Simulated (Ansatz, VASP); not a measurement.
**One calculation of SrO, two programs**

```
Sr O
1.0
     0.00000    2.56980    2.51840
     2.56980    0.00000    2.51840
     2.56980    2.56980    0.00000
Sr O
1 1
Direct
  0.00000 0.00000 0.00000
  0.50000 0.50000 0.50000
```

Change from the starting cell: zz strain of -2 %.

Alike in both runs: task single point; functional PBE; k mesh 8 × 8 × 8; occupations fermi-dirac, width 0.02 eV; no spin polarisation.

|  | VASP | Ansatz |
| --- | --- | --- |
| version | VASP 6.6.1 | Ansatz 0.2.0 |
| potentials or method | VASP PAW PBE potentials, release 64 (Sr_sv, O), cutoff 520 eV | all-electron LAPW, scalar-relativistic |

|  | VASP | Ansatz | Ansatz less VASP |
| --- | --- | --- | --- |
| gap on the k mesh at the Fermi level (eV) | 3.15 | 3.20 | +0.051 |
| pressure (GPa) | 5.7 | 5.1 | -0.65 |
| traceless stress, the component that is largest in VASP (GPa) | 2.24 | 2.12 | -0.113 |

Ansatz ran all-electron here, and VASP with PAW potentials.
